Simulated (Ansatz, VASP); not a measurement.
# One calculation of Cu6H, two programs

Contents of INCAR:

```
  ALGO = Fast
  DIPOL = 0.5 0.5 0.285
  EDIFF = 1E-6
  ENCUT = 520
  GGA = PE
  IDIPOL = 3
  ISIF = 2
  ISMEAR = 0
  LASPH = True
  LCHARG = True
  LDIPOL = True
  LELF = True
  LREAL = False
  LVACPOTAV = True
  LVHAR = True
  LWAVE = False
  NBANDS = 80
  NELM = 60
  PREC = Accurate
  SIGMA = 0.1
```

The input KPOINTS:

```
k-points
0
Gamma
  5 5 1
```

Contents of POSCAR:

```
Cu6H
1.0
    5.1332392722      0.0000000000      0.0000000000
    0.0000000000      5.1332392722      0.0000000000
    0.0000000000      0.0000000000     21.5289058579
Cu H
12 2
Direct
    0.2500000000      0.2500000000      0.1857967157
    0.2500000000      0.7500000000      0.1857967157
    0.7500000000      0.2500000000      0.1857967157
    0.7500000000      0.7500000000      0.1857967157
    0.0000000000      0.0000000000      0.2677566944
    0.0000000000      0.5000000000      0.2677566944
    0.5000000000      0.0000000000      0.2677566944
    0.5000000000      0.5000000000      0.2677566944
    0.2500000000      0.2500000000      0.3497114952
    0.2500000000      0.7500000000      0.3497114952
    0.7500000000      0.2500000000      0.3497114952
    0.7500000000      0.7500000000      0.3497114952
    0.1604853728      1.0000000000      0.3854773630
    0.3395146272      1.0000000000      0.3854773630
```

Input for Ansatz:

```yaml
crystal:
  lattice:
    - [5.1332392722, 0.0, 0.0]
    - [0.0, 5.1332392722, 0.0]
    - [0.0, 0.0, 21.5289058579]
  atoms:
    - { symbol: Cu, position: [0.25, 0.25, 0.1857967157] }
    - { symbol: Cu, position: [0.25, 0.75, 0.1857967157] }
    - { symbol: Cu, position: [0.75, 0.25, 0.1857967157] }
    - { symbol: Cu, position: [0.75, 0.75, 0.1857967157] }
    - { symbol: Cu, position: [0.0, 0.0, 0.2677566944] }
    - { symbol: Cu, position: [0.0, 0.5, 0.2677566944] }
    - { symbol: Cu, position: [0.5, 0.0, 0.2677566944] }
    - { symbol: Cu, position: [0.5, 0.5, 0.2677566944] }
    - { symbol: Cu, position: [0.25, 0.25, 0.3497114952] }
    - { symbol: Cu, position: [0.25, 0.75, 0.3497114952] }
    - { symbol: Cu, position: [0.75, 0.25, 0.3497114952] }
    - { symbol: Cu, position: [0.75, 0.75, 0.3497114952] }
    - { symbol: H, position: [0.1604853728, 1.0, 0.385477363] }
    - { symbol: H, position: [0.3395146272, 1.0, 0.385477363] }
basis:
  ecutwfc: 420
kpoints:
  mp_grid: { grid: [5, 5, 1] }
hamiltonian:
  xc: pbe
scf:
  occupations: { method: gaussian, width: 0.1 }
output:
  forces: true
  eigenvalues: true
efield:
  axis: 3
  dipole_correction: true
  ramp_width: 0.04
```

Alike in both runs: task single point; functional PBE; k mesh 5 × 5 × 1; occupations gaussian, width 0.1 eV; no spin polarisation.

```csv
,VASP,Ansatz
version,VASP 6.6.1,Ansatz 0.2.0
potentials or method,"VASP PAW PBE potentials, release 64 (Cu, H), cutoff 520 eV","scalar-relativistic, plane waves, PAW"
valence electrons in the cell,134,230
```

```tsv
	VASP	Ansatz	Ansatz less VASP
gap on the k mesh at the Fermi level (eV)	none	none	-
rms of the force components (eV/Å)	0.670	0.657	-0.0129
work function, face that differs most (eV)	4.34	4.37	+0.025
```

Atom by atom the forces differ by 0.018 eV/Å (rms over components). A gap of «none» marks a metal or a gap that the smearing closes. With one functional, cell and mesh, what is left measures potentials, basis and numerics. VASP's potentials hold 134 valence electrons a cell and Ansatz's 230, so a difference there can come from the potentials and not from the codes.
